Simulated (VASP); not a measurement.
Set up this calculation in VASP 6.6.1, as the native input.

```yaml
Task: single point
Functional: LDA
Potentials_or_basis: VASP PAW LDA potentials, release 64 (Pt)
Cutoff: 520 eV
k_mesh: 22 × 22 × 22
Occupations: gaussian, width 0.15 eV
Spin: no spin polarisation
Dipole_correction: no
Further_INCAR_settings: ALGO = Fast; EDIFF = 1e-06; NBANDS = 11
```

The structure of Pt lies in POSCAR:

```
Pt
1.0
    0.0000000000      1.8276227770      1.9440423479
    1.8276227770      0.0000000000      1.9440423479
    1.8276227770      1.8276227770      0.0000000000
Pt
1
Direct
    0.0000000000      0.0000000000      0.0000000000
```

This cell differs from its parent crystal: volume 12.987 Å^3 an atom, c/a of the conventional cell 1.0637.

The input as run:

INCAR

```
PREC = Accurate
ENCUT = 520
EDIFF = 1E-6
ISMEAR = 0
SIGMA = 0.15
LREAL = False
LASPH = True
NELM = 100
ALGO = Fast
ISIF = 2
LWAVE = False
LCHARG = True
GGA = CA
LELF = True
LVHAR = True
NBANDS = 11
```

KPOINTS

```
Automatic mesh
0
Gamma
  22 22 22
```

Potentials or basis: VASP PAW LDA potentials, release 64 (Pt).

The run is started by

```console
$ cat potpaw_LDA.64/Pt/POTCAR > POTCAR
$ mpirun -np 1 vasp_std > vasp.out
```

Results of the run:

```json
{"Pressure": "57.1 GPa", "Band gap on the k mesh": "zero (band 5 reaches 15.42 eV, above the bottom of band 6 at 12.15 eV)"}
```

Caveat: spin-orbit coupling is left out, which moves the levels of the heavy elements.

It took 59 s on 1 thread of AMD EPYC 9R45 96-Core Processor (Zen 5) (shared host), peak memory 0.19 GiB.
